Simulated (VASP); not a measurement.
Write the native input for VASP 6.6.1 that does the following.

| Quantity | Value |
| --- | --- |
| Task | relaxation of cell and atoms |
| Functional | PBE |
| Potentials or basis | VASP PAW PBE potentials, release 64 (Ir, Pt) |
| Cutoff | 500 eV |
| k mesh | 14 × 14 × 14 |
| Occupations | gaussian, width 0.1 eV |
| Spin | no spin polarisation |
| Dipole correction | no |
| Further INCAR settings | ALGO = Normal; EDIFF = 1e-07; IBRION = 2; EDIFFG = -0.01; NSW = 100; ISIF = 3 |

The structure of Ir2Pt lies in POSCAR:

```
Ir2Pt
1.0
    0.0000000000      2.9786666806      2.9786666806
    2.9786666806      0.0000000000      2.9786666806
    2.9786666806      2.9786666806      0.0000000000
Ir Pt
2 1
Direct
    0.2500000000      0.2500000000      0.2500000000
    0.7500000000      0.7500000000      0.7500000000
    0.0000000000      0.0000000000      0.0000000000
```

The cell was built from a structure type or drawn by symmetry, and may not be a known phase.

One way to write it, as run:

INCAR

```
ALGO = Normal
EDIFF = 1E-7
EDIFFG = -0.01
ENCUT = 500
GGA = PE
GGA_COMPAT = F
IBRION = 2
ISIF = 3
ISMEAR = 0
LASPH = T
LCHARG = F
LREAL = F
LWAVE = F
NELM = 120
NELMIN = 4
NSW = 100
PREC = Accurate
SIGMA = 0.1
```

KPOINTS

```
k-points
0
Gamma
  14 14 14
```

Potentials or basis: VASP PAW PBE potentials, release 64 (Ir, Pt).

Command:

```bash
$ cat potpaw_PBE.64/Ir/POTCAR potpaw_PBE.64/Pt/POTCAR > POTCAR
$ mpirun -np 1 vasp_std > vasp.out
```

It gave:

```
Relaxed volume                        : 17.60 Å³/atom
Relaxed cell                          : a = 4.211 Å, b = 4.211 Å, c = 4.211 Å, α = 60.00°, β = 60.00°, γ = 60.00°
Space group after relaxing (to 0.1 Å) : Fm-3m (No. 225)
Energy gained by relaxing             : 0.0 meV/atom
Ionic steps                           : 3
Pressure after relaxing               : 0.0 GPa
Band gap on the k mesh                : zero (bands 14 and 15 overlap by 0.64 eV)
```

Caveat: spin-orbit coupling is left out, which moves the levels of the heavy elements.

It took 66 s on 1 thread of Intel(R) Xeon(R) 6975P-C (Granite Rapids) (shared host), peak memory 0.24 GiB.
